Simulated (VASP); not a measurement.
# MoS2 (C2/m) in VASP: a series of runs, part 2 of 2

VASP 6.6.1. The steps go on from the part before.

### Step 3. Single point, PBEsol+D3(BJ)

This run uses another cell than the first one, of 15.87 Å³/atom.

Contents of INCAR:

```
SYSTEM = MoS2
PREC = Accurate ; ENCUT = 520
EDIFF = 1E-6 ; ISMEAR = 0
SIGMA = 0.15 ; LREAL = .FALSE.
LASPH = .TRUE. ; NELM = 60
ALGO = Normal ; ISIF = 2
LWAVE = .FALSE. ; LCHARG = .FALSE.
GGA = PS ; IVDW = 12
NBANDS = 49
```

Contents of KPOINTS:

```
Automatic mesh
0
G
  14 14 3
  0 0 0
```

Contents of POSCAR:

```
MoS2
1.0
   -3.0798097231      0.0000000000      0.0000000000
   -1.5399048616     -2.6671934590      0.0000000000
   -3.6957716678     -2.1337547672     17.3911508765
Mo S
3 6
Direct
    0.5333600000      0.5333600000      0.1666333333
    0.3333600000     -0.6666400000      0.8333000000
   -0.0666400000     -0.0666400000      0.4999666667
   -0.0740222146     -0.0740222146      0.9258611016
    0.5259777854     -0.4740222146      0.5925277682
    0.1259777854      0.1259777854      0.2591944349
    0.3407422146      0.3407422146      0.4074055651
    0.9407422146     -0.0592577854      0.0740722318
   -0.2592577854     -0.2592577854      0.7407388984
```

Potentials or basis: VASP PAW PBE potentials, release 64 (Mo_sv, S).

On the command line:

```sh
$ cat potpaw_PBE.64/Mo_sv/POTCAR potpaw_PBE.64/S/POTCAR > POTCAR
$ mpirun -np 1 vasp_std > vasp.out
```

OUTCAR:

```text
SYSTEM = MoS2
   PREC = Accurate
   ENCUT = 520
   EDIFF = 1E-6
   ISMEAR = 0
   LREAL = .FALSE.
   LASPH = .TRUE.
   NELM = 60
   ISIF = 2
   GGA = PS
   IVDW = 12
 IVDW          = 12

 ion  position               nearest neighbor table
   1  0.533  0.533  0.167-   8 2.40   8 2.40   8 2.40   6 2.40   6 2.40   6 2.40
   2  0.333  0.333  0.833-   4 2.40   9 2.40   4 2.40   9 2.40   4 2.40   9 2.40
   3  0.933  0.933  0.500-   5 2.40   5 2.40   5 2.40   7 2.40   7 2.40   7 2.40
   4  0.926  0.926  0.926-   2 2.40   2 2.40   2 2.40   8 2.67
   5  0.526  0.526  0.593-   3 2.40   3 2.40   3 2.40
   6  0.126  0.126  0.259-   1 2.40   1 2.40   1 2.40
   7  0.341  0.341  0.407-   3 2.40   3 2.40   3 2.40
   8  0.941  0.941  0.074-   1 2.40   1 2.40   1 2.40   4 2.67
   9  0.741  0.741  0.741-   2 2.40   2 2.40   2 2.40

  LATTYP: Found a base centered monoclinic cell.
 ALAT       =     5.3343869181
 B/A-ratio  =     0.5773502692
 C/A-ratio  =     3.2663255851
 COS(beta)  =    -0.0612308831

  Lattice vectors:

 A1 = (  -3.0798097231,   0.0000000000,   0.0000000000)
[... 200 lines left out ...]
 k-point     1 :       0.0000    0.0000    0.0000
  band No.  band energies     occupation
      1     -52.3532      2.00000
      2     -52.3532      2.00000
      3     -52.3107      2.00000
      4     -26.5521      2.00000
      5     -26.5519      2.00000
      6     -26.4912      2.00000
[... 1237 lines left out ...]
     48      12.0937      0.00000
     49      12.4015      0.00000

 [... further k-points ...]

------------------------ aborting loop because EDIFF is reached ----------------------------------------

 Edisp (eV)   -3.73356

 E8    (eV) :    -2.3465

  FORCE on cell =-STRESS in cart. coord.  units (eV):
  Direction    XX          YY          ZZ          XY          YZ          ZX
  --------------------------------------------------------------------------------------
  -------------------------------------------------------------------------------------
  Total       0.37885     0.64892     1.76229    -0.23388    -0.86492    -1.49808
  in kB       4.24885     7.27767    19.76429    -2.62304    -9.70017   -16.80119
  external pressure =       10.43 kB  Pullay stress =        0.00 kB

 VOLUME and BASIS-vectors are now :
 -----------------------------------------------------------------------------
  energy-cutoff  :      520.00
  volume of cell :      142.86
      direct lattice vectors                 reciprocal lattice vectors
    -3.079809723  0.000000000  0.000000000    -0.324695384  0.187462967 -0.046000406
    -1.539904862 -2.667193459  0.000000000     0.000000000 -0.374925934 -0.046000406
    -3.695771668 -2.133754767 17.391150876     0.000000000  0.000000000  0.057500507

 POSITION                                       TOTAL-FORCE (eV/Angst)
 -----------------------------------------------------------------------------------
     -3.07981     -1.77813      2.89795        -0.225571     -0.130233     -0.092584
     -4.61971     -2.66719     14.49205         0.225571      0.130233      0.092584
     -6.15962     -3.55626      8.69500        -0.000000      0.000000      0.000000
     -7.69952     -4.44532     16.10179         0.213756      0.123412     -0.750131
     -4.61971     -2.66719     10.30474         0.001466      0.000846     -0.003712
     -1.53990     -0.88906      4.50769         0.038935      0.022479      0.037247
     -3.07981     -1.77813      7.08525        -0.001466     -0.000846      0.003712
     -4.61971     -2.66719      1.28820        -0.213756     -0.123412      0.750131
     -6.15962     -3.55626     12.88230        -0.038935     -0.022479     -0.037247
 -----------------------------------------------------------------------------------
    total drift:                               -0.000017     -0.000010     -0.000016

  FREE ENERGIE OF THE ION-ELECTRON SYSTEM (eV)
  ---------------------------------------------------
  free  energy   TOTEN  =       -71.2473774094 eV

  energy  without entropy=      -71.2227374740  energy(sigma->0) =      -71.23505744
```

stdout:

```text
POSCAR found type information on POSCAR MoS
 POSCAR found :  2 types and       9 ions
 scaLAPACK will be used
 -----------------------------------------------------------------------------
|                                                                             |
|                                                                             |
|     You enforced a specific xc type in the INCAR file but a different       |
|     I HOPE YOU KNOW WHAT YOU ARE DOING!                                     |
|                                                                             |
 -----------------------------------------------------------------------------

 LDA part: xc-table for (Slater+PW92), standard interpolation
 POSCAR, INCAR and KPOINTS ok, starting setup
 FFT: planning ... GRIDC
 FFT: planning ... GRID_SOFT
 FFT: planning ... GRID
 WAVECAR not read
 entering main loop
```

Wall time 14 min (1 thread of AMD EPYC 9R45 (Zen 5), shared host); peak memory 0.82 GiB.

What came out:

```
Free energy                : -71.2474 eV
Pressure                   : 1.0 GPa
Largest force              : 0.790 eV/Å
Band gap on the k mesh     : zero (bands 39 and 40 overlap by 0.62 eV)
Dispersion energy per atom : -0.415 eV
```

Forces on the atoms (eV/Å):
```
Mo  -0.226 -0.130 -0.093
Mo   0.226  0.130  0.093
Mo   0.000  0.000  0.000
S    0.214  0.123 -0.750
S    0.001  0.001 -0.004
S    0.039  0.022  0.037
S   -0.001 -0.001  0.004
S   -0.214 -0.123  0.750
S   -0.039 -0.022 -0.037
```

Stress tensor (GPa, compression positive):
```
 0.42 -0.26 -1.68
-0.26  0.73 -0.97
-1.68 -0.97  1.98
```

Caveat: the PAW data sets were made with another functional, which shifts forces and pressure a little.

### Step 4. Single point, PBEsol+D3(BJ)

This run uses another cell than the first one, of 15.87 Å³/atom.

Contents of INCAR:

```
SYSTEM = MoS2
PREC = Accurate
ENCUT = 520
EDIFF = 1E-6
ISMEAR = 0
SIGMA = 0.15
LREAL = .False.
LASPH = .True.
NELM = 60
ALGO = Normal
ISIF = 2
LWAVE = .False.
LCHARG = .False.
GGA = PS
IVDW = 12
NBANDS = 49
```

Contents of KPOINTS:

```
regular mesh
0
Gamma
  14 14 3
  0 0 0
```

Contents of POSCAR:

```
MoS2
1.0
   -3.0798097231      0.0000000000      0.0000000000
   -1.5399048616     -2.6671934590      0.0000000000
   -0.4619714585     -0.2667193459     17.3911508765
Mo S
3 6
Direct
    0.6500033333      0.6500033333      0.1666333333
    0.9166700000     -0.0833300000      0.8333000000
    0.2833366667      0.2833366667      0.4999666667
    0.5740805565      0.5740805565      0.9258611016
    0.9407472232     -0.0592527768      0.5925277682
    0.3074138898      0.3074138898      0.2591944349
    0.6259261102      0.6259261102      0.4074055651
    0.9925927768     -0.0074072232      0.0740722318
    0.2592594435      0.2592594435      0.7407388984
```

On the command line:

```sh
$ cat potpaw_PBE.64/Mo_sv/POTCAR potpaw_PBE.64/S/POTCAR > POTCAR
$ mpirun -np 1 vasp_std > vasp.out
```

Run time: 9.3 min. Hardware: 1 thread of Intel Xeon 6975P-C (Granite Rapids), shared host; peak memory 0.85 GiB.

It converged, with:

- Free energy: -71.5006 eV
- Pressure: 0.2 GPa
- Largest force: 0.120 eV/Å
- Band gap on the k mesh: zero (bands 39 and 40 overlap by 0.58 eV)
- Dispersion energy per atom: -0.415 eV

Forces on the atoms (eV/Å):
```
Mo   0.079  0.046 -0.049
Mo  -0.079 -0.046  0.049
Mo   0.000  0.000  0.000
S   -0.026 -0.015 -0.117
S   -0.001  0.000 -0.003
S   -0.011 -0.006  0.008
S    0.001  0.000  0.003
S    0.026  0.015  0.117
S    0.011  0.006 -0.008
```

Stress tensor (GPa, compression positive):
```
 0.12 -0.09  0.48
-0.09  0.22  0.27
 0.48  0.27  0.18
```

Levels at points of the mesh, in eV from the Fermi level:
```
           k point  band 35  band 36  band 37  band 38  band 39  band 40  band 41  band 42  band 43  band 44
(0.00, 0.00, 0.00)    -0.73    -0.71    -0.71    -0.13    -0.12     0.00     0.04     0.10     0.17     0.25
(0.50, 0.00, 0.00)    -2.17    -2.11    -1.63    -1.30    -1.21     1.64     1.64     1.66     1.93     2.24
(0.50, 0.50, 0.00)    -2.24    -2.07    -1.70    -1.24    -1.24     1.64     1.64     1.66     1.80     2.26
```

Caveat: the PAW data sets were made with another functional, which shifts forces and pressure a little.

### Step 5. The runs side by side

```csv
cell,gap on the mesh (eV),pressure (GPa),largest force (eV/Å)
"a = 3.080, b = 3.080, c = 17.149 Å, angles 88.5, 88.5, 60.0°, 9 atoms",none,0.8,0.41
"a = 3.080, b = 3.080, c = 17.907 Å, angles 78.1, 78.1, 60.0°, 9 atoms",none,1.0,0.79
"a = 3.080, b = 3.080, c = 17.399 Å, angles 88.5, 88.5, 60.0°, 9 atoms",none,0.2,0.12
```

Alike in all rows: task single point; level PBEsol+D3(BJ); potentials or basis VASP PAW PBE potentials, release 64 (Mo_sv, S); no spin polarisation; k mesh 14 × 14 × 3; cutoff (eV) 520; smearing gaussian 0.15 eV.

Caveats: the PAW data sets were made with another functional, which shifts forces and pressure a little.

Absolute energies hang on the potentials; compare differences alone.
